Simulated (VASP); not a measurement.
LiSi16 (a cell with a defect): single point with LDA

System: LiSi16 (a cell with a defect).

```
Si Li
1.0
     0.00000    5.43000    5.43000
     5.43000    0.00000    5.43000
     5.43000    5.43000    0.00000
Si Li
16 1
Cartesian
  -0.0690 0.0660 -0.0672
  1.3257 1.3288 1.3235
  2.7698 2.6483 -0.0576
  4.0953 4.1031 1.3266
  2.6982 0.0176 2.6966
  4.0205 1.4190 4.0124
  5.4256 2.7345 2.6952
  6.8219 4.0467 4.0558
  -0.0486 2.6538 2.7723
  1.3264 4.1054 4.0993
  2.7717 5.4903 2.7798
  4.1597 6.7090 4.1529
  2.6982 2.7330 5.4151
  4.0594 4.0470 6.8146
  5.4967 5.3727 5.4896
  6.8223 6.8051 6.8153
  7.0018 3.8668 6.9952
```

```yaml
Program: VASP 6.6.1
Task: single point
Functional: LDA
Potentials_or_basis: VASP PAW LDA potentials, release 64 (Si, Li_sv)
Cutoff: 520 eV
k_mesh: 2 × 2 × 2
Occupations: gaussian, width 0.02 eV
Spin: collinear spin, zero start
Starting_moments: "[0.0, 0.0, 0.0, 0.0, 0.0, 0.0, 0.0, 0.0, 0.0, 0.0, 0.0, 0.0, 0.0, 0.0, 0.0, 0.0, 0.0] μB"
Dipole_correction: no
Further_INCAR_settings: LREAL = Auto; ALGO = Normal; EDIFF = 1e-06; NBANDS = 52
```

```yaml
Largest_force: 0.460 eV/Å
Net_moment: 0.00 μB per cell
Valence_electrons_inside_the_program's_atomic_spheres: Si 1.71, 1.70, 1.72 (each value once); Li 2.15
```

Forces on the atoms (eV/Å):
```
Si   0.048 -0.036  0.038
Si   0.035  0.000  0.039
Si   0.023  0.014  0.050
Si   0.004 -0.031  0.034
Si   0.032 -0.024  0.026
Si   0.034 -0.045  0.043
Si   0.006 -0.030  0.035
Si   0.005 -0.010  0.018
Si   0.031  0.003  0.008
Si   0.036 -0.037 -0.001
Si   0.021 -0.060 -0.006
Si  -0.037  0.022 -0.027
Si   0.035 -0.022  0.018
Si   0.020 -0.009  0.008
Si  -0.027  0.025 -0.029
Si   0.007 -0.019  0.010
Li  -0.273  0.260 -0.264
```

Levels at points of the mesh, in eV from the Fermi level:
Spin up:
| k point | band 31 | band 32 | band 33 | band 34 | band 35 | band 36 |
| --- | --- | --- | --- | --- | --- | --- |
| (0.00, 0.00, 0.00) | -0.61 | -0.58 | -0.57 | -0.16 | -0.07 | -0.06 |
| (0.50, 0.00, 0.00) | -1.39 | -1.33 | -1.30 | 0.48 | 0.66 | 0.75 |
| (0.00, 0.50, 0.00) | -1.37 | -1.31 | -1.31 | 0.55 | 0.61 | 0.62 |
| (0.00, 0.00, 0.50) | -1.38 | -1.33 | -1.30 | 0.48 | 0.65 | 0.76 |
| (0.50, 0.50, 0.50) | -1.39 | -1.33 | -1.30 | 0.47 | 0.66 | 0.75 |
| (0.50, 0.50, 0.00) | -1.96 | -1.88 | -1.84 | 0.36 | 0.44 | 1.49 |
| (0.00, 0.50, 0.50) | -1.96 | -1.89 | -1.86 | 0.36 | 0.45 | 1.49 |
| (0.50, 0.00, 0.50) | -1.97 | -1.88 | -1.83 | 0.37 | 0.44 | 1.48 |
Spin down:
```tsv
k point	band 31	band 32	band 33	band 34	band 35	band 36
(0.00, 0.00, 0.00)	-0.61	-0.58	-0.57	-0.16	-0.07	-0.06
(0.50, 0.00, 0.00)	-1.39	-1.33	-1.30	0.48	0.66	0.75
(0.00, 0.50, 0.00)	-1.37	-1.31	-1.31	0.55	0.61	0.62
(0.00, 0.00, 0.50)	-1.38	-1.33	-1.30	0.48	0.65	0.76
(0.50, 0.50, 0.50)	-1.39	-1.33	-1.30	0.47	0.66	0.75
(0.50, 0.50, 0.00)	-1.96	-1.88	-1.84	0.36	0.44	1.49
(0.00, 0.50, 0.50)	-1.96	-1.89	-1.86	0.36	0.45	1.49
(0.50, 0.00, 0.50)	-1.97	-1.88	-1.83	0.37	0.44	1.48
```

Wall time 18 min on 1 thread of Oxide Virtual Turin-like Processor, with other jobs on the host, peak memory 0.44 GiB.

Caveat: the k points lie up to 0.50 Å⁻¹ apart.
